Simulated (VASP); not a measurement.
## CdH2O2: single point with HSE06

The system is CdH2O2.

```
Cd H O
1.0
     3.50197    0.00000    0.00000
    -1.75099    3.03280    0.00000
     0.00000    0.00000    4.56918
Cd H O
1 2 2
Direct
  0.00000 0.00000 0.00000
  0.66667 0.33333 0.54687
  0.33333 0.66667 0.45313
  0.66667 0.33333 0.75821
  0.33333 0.66667 0.24179
```

* Program: VASP 6.6.1
* Task: single point
* Functional: HSE06
* Potentials or basis: VASP PAW PBE potentials, release 64 (Cd, H, O)
* Cutoff: 520 eV
* k mesh: 6 × 6 × 4
* Occupations: gaussian, width 0.01 eV
* Spin: no spin polarisation
* Dipole correction: no
* Grid for exact exchange (PRECFOCK): Fast
* Further INCAR settings: ALGO = Normal; EDIFF = 1e-07; NBANDS = 21
* Share of exact exchange: 0.25
* Screening parameter: 0.2079 1/Å

```json
{
 "Pressure": "2.5 GPa",
 "Largest force": "0.144 eV/Å",
 "Band gap on the k mesh": "3.41 eV (least direct gap 3.83 eV)"
}
```

Forces on the atoms (eV/Å):
```
Cd   0.000  0.000  0.000
H    0.000  0.000  0.125
H    0.000  0.000 -0.125
O    0.000  0.000 -0.144
O    0.000  0.000  0.144
```

Stress tensor (GPa, compression positive):
```
2.68 0.00 0.00
0.00 2.68 0.00
0.00 0.00 2.05
```

Levels at points of the mesh, in eV from the valence-band top:
```
           k point  band 11  band 12  band 13  band 14  band 15  band 16
(0.00, 0.00, 0.00)    -1.12    -0.42    -0.42     3.41     7.93    12.70
(0.50, 0.00, 0.00)    -2.60    -2.42     0.00     8.37     8.61    10.85
(0.00, 0.00, 0.50)    -1.42    -0.09    -0.09     6.17     6.35    13.11
(0.50, 0.00, 0.50)    -2.13    -1.89    -0.57     8.12     8.85    11.38
```

Wall time 11 min on 4 MPI ranks on AMD EPYC 7R43 64-Core Processor (Zen 3), on a shared host, peak memory 0.25 GiB a rank.

Caveat: the PAW data sets were made with another functional, which shifts forces and pressure a little. A k mesh can miss the band edges.
